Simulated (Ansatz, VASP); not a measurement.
AlN in VASP and in Ansatz

File INCAR:

```
SYSTEM = AlN
  PREC = Accurate
  ENCUT = 520
  EDIFF = 1E-6
  ISMEAR = 0
  SIGMA = 0.01
  LREAL = .FALSE.
  LASPH = .TRUE.
  NELM = 100
  ALGO = Normal
  ISIF = 2
  LWAVE = .FALSE.
  LCHARG = .FALSE.
  GGA = PE
  NBANDS = 11
```

The input KPOINTS:

```
Automatic mesh
0
G
  6 6 6
  0 0 0
```

Contents of POSCAR:

```
AlN
1.0
    0.0001003780      2.1843265944      2.1844781780
    2.1861895939     -0.0285318733      2.2131104294
    2.1843632433      2.2111324952     -0.0267055227
Al N
1 1
Direct
   -0.0461645356      0.0221608599      0.0341862780
    0.7917073206      0.6954740045      0.7067929642
```

Input for Ansatz:

```yaml
crystal:
  lattice:
    - [0.00010037803268547341, 2.1843265944330543, 2.184478178049345]
    - [2.186189593910315, -0.02853187330214217, 2.2131104293841726]
    - [2.1843632433126317, 2.2111324951701987, -0.026705522704459046]
  atoms:
    - { symbol: Al, position: [-0.04616453555511897, 0.022160859859644947, 0.034186278011742954] }
    - { symbol: "N", position: [0.7917073205711662, 0.6954740045220958, 0.7067929641970687] }
basis:
  ecutwfc: 450.0
kpoints:
  mp_grid:
    grid: [6, 6, 6]
hamiltonian:
  xc: pbe
scf:
  occupations:
    method: fixed
output:
  forces: true
  stress: true
```

Alike in both runs: task single point; functional PBE; k mesh 6 × 6 × 6; no spin polarisation.

|  | VASP | Ansatz |
| --- | --- | --- |
| version | VASP 6.6.1 | Ansatz 0.2.0 |
| potentials or method | VASP PAW PBE potentials, release 64 (Al, N), cutoff 520 eV | plane waves, PAW |
| occupations | gaussian, width 0.01 eV | fixed |
| valence electrons in the cell | 8 | 8 |

```tsv
	VASP	Ansatz	Ansatz less VASP
pressure (GPa)	8.4	8.5	+0.15
traceless stress, the component that is largest in VASP (GPa)	-16.45	-16.37	+0.080
rms of the force components (eV/Å)	2.149	2.141	-0.0081
```

Atom by atom the forces differ by 0.008 eV/Å (rms over components).
